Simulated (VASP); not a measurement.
# NaF (Villiaumite) (Fm-3m) in VASP: notebook

The runs below take NaF (Villiaumite) through single point, with LDA, PBEsol, PBE, r2SCAN.

Everything below comes from runs of VASP 6.6.1. Logs are shortened: lines on timing, memory, paths and dates and some standing lists are left out, and cuts for length are marked.

### 1 The cell of the first run

The structure is cubic, space group Fm-3m (No. 225). The conventional cell has a = 4.502 Å, b = 4.502 Å, c = 4.502 Å, α = 90.00°, β = 90.00°, γ = 90.00°. Within 3.0 Å of Na (site symmetry m-3m) lie 6 F at 2.25 Å. F (site symmetry m-3m) has 6 Na at 2.25 Å within 3.0 Å.

### 2 Single point, LDA

File INCAR:

```
ALGO = Normal
EDIFF = 1E-7
ENCUT = 520
GGA = CA
ISIF = 2
ISMEAR = -1
LASPH = True
LCHARG = False
LREAL = False
LWAVE = False
NBANDS = 14
NELM = 80
PREC = Accurate
SIGMA = 0.02
```

File KPOINTS:

```
k-points
0
Gamma
  10 10 10
```

File POSCAR:

```
NaF
1.0
    0.0000000000      2.2512067817      2.2512067817
    2.2512067817      0.0000000000      2.2512067817
    2.2512067817      2.2512067817      0.0000000000
Na F
1 1
Direct
    0.0000000000      0.0000000000      0.0000000000
    0.5000000000      0.5000000000      0.5000000000
```

Potentials or basis: VASP PAW LDA potentials, release 64 (Na_pv, F).

On the command line:

```sh
$ cat potpaw_LDA.64/Na_pv/POTCAR potpaw_LDA.64/F/POTCAR > POTCAR
$ mpirun -np 1 vasp_std > vasp.out
```

OUTCAR:

```text
EDIFF = 1E-7
   ENCUT = 520
   GGA = CA
   ISIF = 2
   ISMEAR = -1
   LASPH = True
   LREAL = False
   NELM = 80
   PREC = Accurate

 ion  position               nearest neighbor table
   1  0.000  0.000  0.000-   2 2.25   2 2.25   2 2.25   2 2.25   2 2.25   2 2.25
   2  0.500  0.500  0.500-   1 2.25   1 2.25   1 2.25   1 2.25   1 2.25   1 2.25

  LATTYP: Found a face centered cubic cell.
 ALAT       =     4.5024135634

  Lattice vectors:

 A1 = (   0.0000000000,   2.2512067817,   2.2512067817)
 A2 = (   2.2512067817,   0.0000000000,   2.2512067817)
 A3 = (   2.2512067817,   2.2512067817,   0.0000000000)

Analysis of symmetry for initial positions (statically):
=====================================================================
 Subroutine PRICEL returns:
 Original cell was already a primitive cell.

 Routine SETGRP: Setting up the symmetry group for a
 face centered cubic supercell.

 Subroutine GETGRP returns: Found 48 space group operations
 (whereof 48 operations were pure point group operations)
 out of a pool of 48 trial point group operations.

The static configuration has the point symmetry O_h .

Analysis of symmetry for dynamics (positions and initial velocities):
=====================================================================
 Subroutine PRICEL returns:
 Original cell was already a primitive cell.

 Routine SETGRP: Setting up the symmetry group for a
 face centered cubic supercell.

 Subroutine GETGRP returns: Found 48 space group operations
 (whereof 48 operations were pure point group operations)
 out of a pool of 48 trial point group operations.

The dynamic configuration has the point symmetry O_h .

 Subroutine INISYM returns: Found 48 space group operations
 (whereof 48 operations are pure point group operations),
 and found     1 'primitive' translations

----------------------------------------------------------------------------------------

                                     Primitive cell

  volume of cell :      22.8179

  direct lattice vectors                    reciprocal lattice vectors
     0.000000000  2.251206782  2.251206782    -0.222103098  0.222103098  0.222103098
     2.251206782  0.000000000  2.251206782     0.222103098 -0.222103098  0.222103098
     2.251206782  2.251206782  0.000000000     0.222103098  0.222103098 -0.222103098

  length of vectors
     3.183687162  3.183687162  3.183687162     0.384693850  0.384693850  0.384693850

  position of ions in fractional coordinates (direct lattice)
     0.000000000  0.000000000  0.000000000
[... 88 lines left out ...]
   PSTRESS=    0.0 pullay stress
   NELECT =      14.0000    total number of electrons
   NUPDOWN=      -1.0000    fix difference up-down
   EMIN   =  10.00;   EMAX   =-10.00  energy-range for DOS
   EFERMI =   0.00;   METHOD = LEGACY
   ISMEAR =    -1;   SIGMA  =   0.02  broadening in eV -4-tet -1-fermi 0-gaus
   EFERMI_NEDOS =   21; number of points for ismear=-14 and -15
   IALGO  =     38    algorithm
   IMIX   =      4    mixing-type and parameters
     AMIX     =   0.40;   BMIX     =  1.00
     AMIX_MAG =   1.60;   BMIX_MAG =  1.00
  volume/ion in A,a.u.               =      11.41        76.99
  Fermi-wavevector in a.u.,A,eV,Ry     =   1.391101  2.628800 26.329493  1.935163
  Thomas-Fermi vector in A             =   2.514973
   LORBIT       =      0    0 simple, 1 ext, 2 COOP (PROOUT), +10 PAW based schemes
   GGA     = CA    functional components
   LHFCALC =     F    Hartree Fock is set to
   AEXX    =    0.0000 exact exchange contribution
   IVDW    =     0    specifies the selected vdW correction
   LEPSILON=     F    determine dielectric tensor
   LRPA    =     F    only Hartree local field effects (RPA)
 non-spin polarized calculation
  energy-cutoff  :      520.00
  volume of cell :       22.82
 maximum number of plane-waves:       636
   NGX = 11   NGY = 11   NGZ = 11

 number of electron      14.0000021 magnetization

 Free energy of the ion-electron system (eV)
  ---------------------------------------------------
  ext. energy  EPLUGINS =         0.00000000
  ---------------------------------------------------
  free energy    TOTEN  =        -9.33256200 eV

  energy without entropy =       -9.33256200  energy(sigma->0) =       -9.33256200

 E-fermi :  -1.7030     XC(G=0): -10.3852

 val. band max:       -2.1105433738   @ k =   0.0000   0.0000   0.0000
 cond. band min:       4.3263988050   @ k =   0.0000   0.0000   0.0000
 fundamental gap:      6.4369421788
 Fermi energy:        -1.7030306848

 k-point     1 :       0.0000    0.0000    0.0000
  band No.  band energies     occupation
      1     -21.0337      2.00000
      2     -20.6309      2.00000
      3     -20.6309      2.00000
      4     -20.6309      2.00000
      5      -2.1105      2.00000
      6      -2.1105      2.00000
      7      -2.1105      2.00000
      8       4.3264      0.00000
      9      17.0199      0.00000
     10      17.0199      0.00000
     11      17.0199      0.00000
     12      20.0173      0.00000
     13      22.3455      0.00000
     14      22.3455      0.00000
[... 377 lines left out ...]
      1     -21.3050      2.00000
      2     -20.6993      2.00000
      3     -20.6877      2.00000
      4     -20.1969      2.00000
      5      -3.4800      2.00000
      6      -2.5545      2.00000
      7      -2.4880      2.00000
      8       8.7885      0.00000
      9      11.6258      0.00000
     10      15.1183      0.00000
     11      18.0844      0.00000
     12      18.1297      0.00000
     13      24.4012      0.00000
     14      25.1733      0.00000

 [... further k-points ...]

------------------------ aborting loop because EDIFF is reached ----------------------------------------

  FORCE on cell =-STRESS in cart. coord.  units (eV):
  Direction    XX          YY          ZZ          XY          YZ          ZX
  --------------------------------------------------------------------------------------
  -------------------------------------------------------------------------------------
  Total        0.0001253      0.0001253      0.0001253      0.0000000      0.0000000     -0.0000000
  in kB        0.0087961      0.0087961      0.0087961      0.0000000      0.0000000     -0.0000000
  external PRESSURE =       0.0087961 kB  Pullay stress =       0.0000000 kB

 VOLUME and BASIS-vectors are now :
 -----------------------------------------------------------------------------
  energy-cutoff  :      520.00
  volume of cell :       22.82
      direct lattice vectors                 reciprocal lattice vectors
     0.000000000  2.251206782  2.251206782    -0.222103098  0.222103098  0.222103098
     2.251206782  0.000000000  2.251206782     0.222103098 -0.222103098  0.222103098
     2.251206782  2.251206782  0.000000000     0.222103098  0.222103098 -0.222103098

 POSITION                                       TOTAL-FORCE (eV/Angst)
 -----------------------------------------------------------------------------------
      0.00000      0.00000      0.00000         0.000000      0.000000      0.000000
      2.25121      2.25121      2.25121         0.000000      0.000000      0.000000
 -----------------------------------------------------------------------------------
    total drift:                                0.000000     -0.000000      0.000000

  FREE ENERGIE OF THE ION-ELECTRON SYSTEM (eV)
  ---------------------------------------------------
  free  energy   TOTEN  =        -9.3325619986 eV

  energy  without entropy=       -9.3325619985  energy(sigma->0) =       -9.33256200
```

OSZICAR:

```text
N       E                     dE             d eps       ncg     rms          rms(c)
DAV:   1     0.103509961753E+03    0.10351E+03   -0.77860E+03  1328   0.122E+03
DAV:   2    -0.528122090308E+01   -0.10879E+03   -0.10095E+03  1454   0.338E+02
DAV:   3    -0.101386687800E+02   -0.48574E+01   -0.48500E+01  1652   0.658E+01
DAV:   4    -0.101732584245E+02   -0.34590E-01   -0.34589E-01  1466   0.584E+00
DAV:   5    -0.101735541151E+02   -0.29569E-03   -0.29569E-03  1688   0.544E-01    0.509E+00
DAV:   6    -0.937504754744E+01    0.79851E+00   -0.26866E+00  1552   0.155E+01    0.174E+00
DAV:   7    -0.934767219839E+01    0.27375E-01   -0.34119E-02  1406   0.198E+00    0.968E-01
DAV:   8    -0.933259731629E+01    0.15075E-01   -0.20479E-02  1492   0.292E+00    0.139E-01
DAV:   9    -0.933265227916E+01   -0.54963E-04   -0.22134E-03  1628   0.425E-01    0.944E-02
DAV:  10    -0.933256169798E+01    0.90581E-04   -0.39237E-04  1520   0.221E-01    0.959E-03
DAV:  11    -0.933256215467E+01   -0.45669E-06   -0.21833E-05  1496   0.700E-02    0.403E-03
DAV:  12    -0.933256200240E+01    0.15227E-06   -0.52852E-07  1624   0.929E-03    0.456E-04
DAV:  13    -0.933256199856E+01    0.38438E-08   -0.28360E-08   826   0.191E-03
   1 F= -.93325620E+01 E0= -.93325620E+01  d E =-.102840E-10
```

Wall time 6.5 s (1 thread of Intel Xeon Platinum 8124M at 3.00GHz (Skylake/Cascade Lake), shared host); peak memory 0.13 GiB.

Results:

```
Free energy            : -9.3326 eV
Pressure               : 0.0 GPa
Band gap on the k mesh : 6.44 eV, direct
```

### 3 Single point, PBEsol

This run uses another cell than the first one, of 12.40 Å³/atom, 1.087 times its volume.

File INCAR:

```
SYSTEM = NaF
PREC = Accurate
ENCUT = 520
EDIFF = 1E-6
ISMEAR = -1
SIGMA = 0.02
LREAL = .False.
LASPH = .True.
NELM = 100
ALGO = Normal
ISIF = 2
LWAVE = .False.
LCHARG = .False.
GGA = PS
NBANDS = 14
```

File KPOINTS:

```
Automatic mesh
0
Gamma
  10 10 10
  0 0 0
```

File POSCAR:

```
NaF
1.0
    0.0000000000      2.3147458210      2.3147458210
    2.3147458210      0.0000000000      2.3147458210
    2.3147458210      2.3147458210      0.0000000000
Na F
1 1
Direct
    0.0000000000      0.0000000000      0.0000000000
    0.5000000000      0.5000000000      0.5000000000
```

Potentials or basis: VASP PAW PBE potentials, release 64 (Na_pv, F).

On the command line:

```sh
$ cat potpaw_PBE.64/Na_pv/POTCAR potpaw_PBE.64/F/POTCAR > POTCAR
$ mpirun -np 1 vasp_std > vasp.out
```

OUTCAR:

```text
SYSTEM = NaF
   PREC = Accurate
   ENCUT = 520
   EDIFF = 1E-6
   ISMEAR = -1
   LREAL = .False.
   LASPH = .True.
   NELM = 100
   ISIF = 2
   GGA = PS

 ion  position               nearest neighbor table
   1  0.000  0.000  0.000-   2 2.31   2 2.31   2 2.31   2 2.31   2 2.31   2 2.31
   2  0.500  0.500  0.500-   1 2.31   1 2.31   1 2.31   1 2.31   1 2.31   1 2.31

  LATTYP: Found a face centered cubic cell.
 ALAT       =     4.6294916420

  Lattice vectors:

 A1 = (   0.0000000000,   2.3147458210,   2.3147458210)
 A2 = (   2.3147458210,   0.0000000000,   2.3147458210)
 A3 = (   2.3147458210,   2.3147458210,   0.0000000000)

Analysis of symmetry for initial positions (statically):
=====================================================================
 Subroutine PRICEL returns:
 Original cell was already a primitive cell.

 Routine SETGRP: Setting up the symmetry group for a
 face centered cubic supercell.

 Subroutine GETGRP returns: Found 48 space group operations
 (whereof 48 operations were pure point group operations)
 out of a pool of 48 trial point group operations.

The static configuration has the point symmetry O_h .

Analysis of symmetry for dynamics (positions and initial velocities):
=====================================================================
 Subroutine PRICEL returns:
 Original cell was already a primitive cell.

 Routine SETGRP: Setting up the symmetry group for a
 face centered cubic supercell.

 Subroutine GETGRP returns: Found 48 space group operations
 (whereof 48 operations were pure point group operations)
 out of a pool of 48 trial point group operations.

The dynamic configuration has the point symmetry O_h .

 Subroutine INISYM returns: Found 48 space group operations
 (whereof 48 operations are pure point group operations),
 and found     1 'primitive' translations

----------------------------------------------------------------------------------------

                                     Primitive cell
[... 119 lines left out ...]
   IVDW    =     0    specifies the selected vdW correction
   LEPSILON=     F    determine dielectric tensor
   LRPA    =     F    only Hartree local field effects (RPA)
 non-spin polarized calculation
  energy-cutoff  :      520.00
  volume of cell :       24.81
 maximum number of plane-waves:       692
   NGX = 13   NGY = 13   NGZ = 13

 number of electron      13.9999983 magnetization

 Free energy of the ion-electron system (eV)
  ---------------------------------------------------
  ext. energy  EPLUGINS =         0.00000000
  ---------------------------------------------------
  free energy    TOTEN  =        -8.76870237 eV

  energy without entropy =       -8.76870237  energy(sigma->0) =       -8.76870237

 E-fermi :  -1.7245     XC(G=0):  -9.3487

 val. band max:       -2.1636616188   @ k =   0.0000   0.0000   0.0000
 cond. band min:       4.0119639744   @ k =   0.0000   0.0000   0.0000
 fundamental gap:      6.1756255932
 Fermi energy:        -1.7244791757

 k-point     1 :       0.0000    0.0000    0.0000
  band No.  band energies     occupation
      1     -21.2254      2.00000
      2     -20.9247      2.00000
      3     -20.9246      2.00000
      4     -20.9246      2.00000
      5      -2.1637      2.00000
      6      -2.1637      2.00000
      7      -2.1637      2.00000
      8       4.0120      0.00000
      9      16.6995      0.00000
     10      16.6995      0.00000
     11      16.6995      0.00000
     12      19.3881      0.00000
     13      21.7790      0.00000
     14      21.7790      0.00000
[... 377 lines left out ...]
      1     -21.4602      2.00000
      2     -20.9745      2.00000
      3     -20.9661      2.00000
      4     -20.5625      2.00000
      5      -3.3663      2.00000
      6      -2.5537      2.00000
      7      -2.4964      2.00000
      8       8.2959      0.00000
      9      11.4936      0.00000
     10      14.4862      0.00000
     11      17.3513      0.00000
     12      17.3898      0.00000
     13      23.2263      0.00000
     14      24.4280      0.00000

 [... further k-points ...]

------------------------ aborting loop because EDIFF is reached ----------------------------------------

  FORCE on cell =-STRESS in cart. coord.  units (eV):
  Direction    XX          YY          ZZ          XY          YZ          ZX
  --------------------------------------------------------------------------------------
  -------------------------------------------------------------------------------------
  Total       -0.0151670     -0.0151670     -0.0151670      0.0000000     -0.0000000      0.0000000
  in kB       -0.9796490     -0.9796490     -0.9796490      0.0000000     -0.0000000      0.0000000
  external PRESSURE =      -0.9796490 kB  Pullay stress =       0.0000000 kB

 VOLUME and BASIS-vectors are now :
 -----------------------------------------------------------------------------
  energy-cutoff  :      520.00
  volume of cell :       24.81
      direct lattice vectors                 reciprocal lattice vectors
     0.000000000  2.314745821  2.314745821    -0.216006438  0.216006438  0.216006438
     2.314745821  0.000000000  2.314745821     0.216006438 -0.216006438  0.216006438
     2.314745821  2.314745821  0.000000000     0.216006438  0.216006438 -0.216006438

 POSITION                                       TOTAL-FORCE (eV/Angst)
 -----------------------------------------------------------------------------------
      0.00000      0.00000      0.00000         0.000000      0.000000      0.000000
      2.31475      2.31475      2.31475        -0.000000     -0.000000      0.000000
 -----------------------------------------------------------------------------------
    total drift:                                0.000000     -0.000000      0.000000

  FREE ENERGIE OF THE ION-ELECTRON SYSTEM (eV)
  ---------------------------------------------------
  free  energy   TOTEN  =        -8.7687023709 eV

  energy  without entropy=       -8.7687023709  energy(sigma->0) =       -8.76870237
```

OSZICAR:

```text
N       E                     dE             d eps       ncg     rms          rms(c)
DAV:   1     0.105100106915E+03    0.10510E+03   -0.77569E+03  1340   0.121E+03
DAV:   2    -0.409296654088E+01   -0.10919E+03   -0.10228E+03  1460   0.339E+02
DAV:   3    -0.949109805707E+01   -0.53981E+01   -0.53867E+01  1640   0.681E+01
DAV:   4    -0.953796018842E+01   -0.46862E-01   -0.46859E-01  1436   0.682E+00
DAV:   5    -0.953845526936E+01   -0.49508E-03   -0.49507E-03  1634   0.696E-01    0.491E+00
DAV:   6    -0.878408143249E+01    0.75437E+00   -0.25997E+00  1576   0.145E+01    0.180E+00
DAV:   7    -0.876952246212E+01    0.14559E-01   -0.28583E-02  1358   0.208E+00    0.103E+00
DAV:   8    -0.876833893627E+01    0.11835E-02   -0.25449E-02  1412   0.343E+00    0.150E-01
DAV:   9    -0.876882216820E+01   -0.48323E-03   -0.41751E-03  1658   0.624E-01    0.118E-01
DAV:  10    -0.876869946046E+01    0.12271E-03   -0.96587E-04  1490   0.356E-01    0.140E-02
DAV:  11    -0.876870209789E+01   -0.26374E-05   -0.43137E-05  1502   0.136E-01    0.695E-03
DAV:  12    -0.876870237089E+01   -0.27300E-06   -0.57833E-06  1574   0.309E-02
   1 F= -.87687024E+01 E0= -.87687024E+01  d E =-.289979E-11
```

stdout:

```text
POSCAR found type information on POSCAR NaF
 POSCAR found :  2 types and       2 ions
 scaLAPACK will be used
 -----------------------------------------------------------------------------
|                                                                             |
|                                                                             |
|     You enforced a specific xc type in the INCAR file but a different       |
|     I HOPE YOU KNOW WHAT YOU ARE DOING!                                     |
|                                                                             |
 -----------------------------------------------------------------------------

 LDA part: xc-table for (Slater+PW92), standard interpolation
 POSCAR, INCAR and KPOINTS ok, starting setup
 FFT: planning ... GRIDC
 FFT: planning ... GRID_SOFT
 FFT: planning ... GRID
 WAVECAR not read
 entering main loop
```

Run time: 7.3 s. Hardware: 1 thread of Intel Xeon Platinum 8124M at 3.00GHz (Skylake/Cascade Lake), shared host; peak memory 0.14 GiB.

Results:

* Free energy: -8.7687 eV
* Pressure: -0.1 GPa
* Band gap on the k mesh: 6.18 eV, direct

Levels at points of the mesh, in eV from the valence-band top:
| k point | band 3 | band 4 | band 5 | band 6 | band 7 | band 8 | band 9 | band 10 | band 11 | band 12 |
| --- | --- | --- | --- | --- | --- | --- | --- | --- | --- | --- |
| (0.00, 0.00, 0.00) | -18.76 | -18.76 | 0.00 | 0.00 | 0.00 | 6.18 | 18.86 | 18.86 | 18.86 | 21.55 |
| (0.50, 0.00, 0.00) | -18.77 | -18.01 | -1.63 | -0.26 | -0.26 | 10.62 | 12.36 | 20.01 | 20.01 | 22.84 |
| (0.50, 0.50, 0.00) | -18.82 | -18.80 | -1.30 | -0.41 | -0.41 | 13.00 | 13.10 | 13.56 | 19.68 | 19.68 |

Caveat: the PAW data sets were made with another functional, which shifts forces and pressure a little.

(Continued in part 2 of 2.)
